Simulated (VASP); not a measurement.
Write the native input for VASP 6.6.1 that does the following.

| Property | Result |
| --- | --- |
| Task | single point |
| Functional | LDA |
| Potentials or basis | VASP PAW LDA potentials, release 64 (Cs_sv, H) |
| Cutoff | 520 eV |
| k mesh | 8 × 8 × 8 |
| Occupations | gaussian, width 0.05 eV |
| Spin | no spin polarisation |
| Dipole correction | no |
| Further INCAR settings | ALGO = Normal; EDIFF = 1e-06; NBANDS = 12 |

The structure of CsH lies in POSCAR:

```
CsH
1.0
    0.0000000000      3.1880000000      3.1880000000
    3.1880000000      0.0000000000      3.1880000000
    3.1880000000      3.1880000000      0.0000000000
Cs H
1 1
Direct
   -0.0784190715     -0.0784190715      0.0784190715
    0.5000000000      0.5000000000      0.5000000000
```

This cell differs from its parent crystal: all Cs atoms moved -0.500 Å, as atom 1 along Cartesian [0 0 1].

These files were run (other wordings do the same):

INCAR

```
PREC = Accurate
ENCUT = 520
EDIFF = 1E-6
ISMEAR = 0
SIGMA = 0.05
LREAL = False
LASPH = True
NELM = 80
ALGO = Normal
ISIF = 2
LWAVE = False
LCHARG = False
NBANDS = 12
```

KPOINTS

```
regular mesh
0
Gamma
  8 8 8
```

Potentials or basis: VASP PAW LDA potentials, release 64 (Cs_sv, H).

Run with:

```bash
$ cat potpaw_LDA.64/Cs_sv/POTCAR potpaw_LDA.64/H/POTCAR > POTCAR
$ mpirun -np 1 vasp_std > vasp.out
```

Results of the run:

```json
{
 "Pressure": "-0.6 GPa",
 "Largest force": "0.407 eV/Å",
 "Band gap on the k mesh": "2.14 eV"
}
```

Caveat: the cell differs from its parent crystal (all Cs atoms moved -0.500 Å, as atom 1 along Cartesian [0 0 1]); spin-orbit coupling is left out, which moves the levels of the heavy elements.

It took 40 s on 1 thread of AMD EPYC 7R13 Processor (Zen 3), on a shared host, peak memory 0.17 GiB.
